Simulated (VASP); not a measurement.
Here is a VASP 6.6.1 calculation.

INCAR

```
SYSTEM = Ag2HCl2
  ALGO = Normal
  DIPOL = 0.5 0.5 0.315
  EDIFF = 1E-6
  ENCUT = 520
  GGA = PE
  IDIPOL = 3
  ISIF = 2
  ISMEAR = 0
  ISPIN = 2
  IVDW = 12
  LASPH = .True.
  LCHARG = .True.
  LDIPOL = .True.
  LELF = .True.
  LMAXMIX = 4
  LORBIT = 11
  LREAL = .False.
  LVACPOTAV = .True.
  LVHAR = .True.
  LWAVE = .False.
  MAGMOM = 0 0 0 0 1
  NBANDS = 30
  NELM = 150
  PREC = Accurate
  SIGMA = 0.05
```

KPOINTS

```
k-points
0
Gamma
  7 7 1
  0 0 0
```

The input POSCAR:

```
Ag2HCl2
1.0
    3.8966246593      0.0000000000      0.0000000000
    0.0000000000      3.8966246593      0.0000000000
    0.0000000000      0.0000000000     20.1478735173
Ag Cl H
2 2 1
Direct
    0.0000000000      0.0000000000      0.1985321179
    0.5000000000      0.5000000000      0.3337564577
    0.5000000000      0.5000000000      0.1985321179
    0.0000000000      0.0000000000      0.3398807081
    0.3750000000      0.3750000000      0.5036697053
```

Potentials or basis: VASP PAW PBE potentials, release 64 (Ag, Cl, H).

Run with:

```sh
$ cat potpaw_PBE.64/Ag/POTCAR potpaw_PBE.64/Cl/POTCAR potpaw_PBE.64/H/POTCAR > POTCAR
$ mpirun -np 1 vasp_std > vasp.out
```

Problem. Estimate the band gap on the k mesh.

Solution. 1.10 eV (least direct gap 2.54 eV).

Problem. What does it give for the largest force?

Solution. 0.264 eV/Å.

Problem. Estimate the dispersion energy per atom.

Solution. -0.178 eV.

Problem. Predict the site moments.

Solution. Ag +0.00; Cl +0.00, +0.01; H +0.38 μB.

Forces on the atoms (eV/Å):
```
Ag   0.000  0.000  0.258
Ag  -0.002 -0.002  0.034
Cl   0.000  0.000 -0.264
Cl  -0.002 -0.002  0.020
H    0.004  0.004 -0.048
```
